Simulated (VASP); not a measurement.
Pt3S:

```
CELL_PARAMETERS angstrom
4.02406 0.00000 0.00000
0.00000 4.02406 0.00000
0.00000 0.00000 4.02406
ATOMIC_POSITIONS crystal
Pt 0.00000 0.50000 0.50000
Pt 0.50000 0.00000 0.50000
Pt 0.50000 0.50000 0.00000
S 0.00000 0.00000 0.00000
```

- Program: VASP 6.6.1
- Task: relaxation of cell and atoms
- Functional: PBE
- Potentials or basis: VASP PAW PBE potentials, release 64 (Pt, S)
- Cutoff: 600 eV
- k mesh: 4 × 4 × 4
- Occupations: gaussian, width 0.1 eV
- Spin: no spin polarisation

At the start: pressure -6.7 GPa; volume 16.29 Å³/atom.

**Question.** How do energy, volume and symmetry change on relaxing?

**Answer.** Over 3 steps the energy falls by 13.5 meV/atom and the volume is 15.68 Å³/atom (-3.7 %); space group Pm-3m (No. 221, to 0.05 Å).

The path:
```tsv
step	energy change (eV)	largest force (eV/Å)	pressure (GPa)	volume (Å³)
1	0.0000	0.0000	-6.66	65.16
2	0.0941	0.0000	13.70	58.98
3	-0.0541	0.0000	-0.12	62.72
```

Final structure:
```
Pt S
1.0
     3.97313    0.00000    0.00000
     0.00000    3.97313    0.00000
     0.00000    0.00000    3.97313
Pt S
3 1
Direct
  0.00000 0.50000 0.50000
  0.50000 0.00000 0.50000
  0.50000 0.50000 0.00000
  0.00000 0.00000 0.00000
```

Caveat: the k points lie up to 0.40 Å⁻¹ apart in the final cell.
